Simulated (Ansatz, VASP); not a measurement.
## Mo in VASP and in Ansatz

```xyz
1
Lattice="0.0000 2.0066 2.0066 2.0066 0.0000 2.0066 2.0066 2.0066 0.0000" Properties=species:S:1:pos:R:3 pbc="T T T"
Mo    0.0000    0.0000    0.0000
```

Alike in both runs: task single point; functional PBEsol; k mesh 15 × 15 × 15; occupations fermi-dirac, width 0.1 eV; no spin polarisation.

```csv
,VASP,Ansatz
version,VASP 6.6.1,Ansatz 0.2.0
potentials or method,"VASP PAW PBE potentials, release 64 (Mo_sv), cutoff 520 eV","plane waves (420 eV) with PAW, scalar-relativistic"
valence electrons in the cell,14,14
```

|  | VASP | Ansatz | Ansatz less VASP |
| --- | --- | --- | --- |
| pressure (GPa) | -8.5 | -9.0 | -0.42 |

VASP's potentials were made for PBE, not for PBEsol, and Ansatz warns of the same on its side.
